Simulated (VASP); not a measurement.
Si:

```xyz
4
Lattice="3.8313 0.0000 0.0000 -1.9157 3.3180 0.0000 0.0000 0.0000 6.3326" Properties=species:S:1:pos:R:3 pbc="T T T"
Si    1.9157    1.1060    5.9336
Si    0.0000    2.2120    2.7673
Si    1.9157    1.1060    3.5653
Si    0.0000    2.2120    0.3990
```

This isn't the form of Si at room conditions, which is diamond.

Base run:

| Item | Value |
| --- | --- |
| Program | VASP 6.6.1 |
| Functional | r2SCAN |
| Potentials or basis | VASP PAW PBE potentials, release 64 (Si) |
| Cutoff | 520 eV |
| k mesh | 8 × 8 × 4 |
| Occupations | fermi-dirac, width 0.05 eV |
| Spin | no spin polarisation |

Its results: band gap on the k mesh 0.61 eV (least direct gap 1.37 eV); pressure 0.0 GPa; largest force 0.005 eV/Å.

The run is repeated on the same cell with these changes: functional from r2SCAN to r2SCANh; k mesh from 8 × 8 × 4 to 4 × 4 × 2. What comes out?

Band gap on the k mesh 1.09 eV (least direct gap 1.88 eV); pressure -0.2 GPa; largest force 0.077 eV/Å.

Several settings changed at once.

Caveats: some runs use coarse meshes; the PAW data sets were made with another functional, which shifts forces and pressure a little; semilocal functionals underestimate gaps, and a narrow one can read as zero (at least some runs).

A k mesh can miss the band edges.
